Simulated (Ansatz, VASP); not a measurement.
## One calculation of InGe2O2, two programs

```xyz
5
Lattice="4.3647 0.0000 0.0000 0.0000 4.3647 0.0000 0.0000 0.0000 5.5908" Properties=species:S:1:pos:R:3 pbc="T T T"
In    0.0000    0.0000    2.7954
Ge    0.0000    0.0000    0.0000
Ge    2.1824    2.1824    0.0000
O     2.1824    0.0000    0.0000
O     0.0000    2.1824    0.0000
```

Alike in both runs: functional PBE; k mesh 10 × 10 × 8; occupations gaussian, width 0.1 eV; no spin polarisation.

Ansatz relaxed the structure, and its values are those at the end. VASP's run is a single point on that final structure, the one shown.

```csv
,VASP,Ansatz
version,VASP 6.6.1,Ansatz 0.2.0
potentials or method,"VASP PAW PBE potentials, release 64 (In_d, Ge_d, O), cutoff 520 eV","scalar-relativistic, plane waves, PAW"
valence electrons in the cell,53,53
```

```tsv
	VASP	Ansatz	Ansatz less VASP
gap on the k mesh at the Fermi level (eV)	none	none	-
pressure (GPa)	0.1	0.0	-0.07
```

A gap of «none» marks a metal or a gap that the smearing closes. With one functional, cell and mesh, what is left measures potentials, basis and numerics.
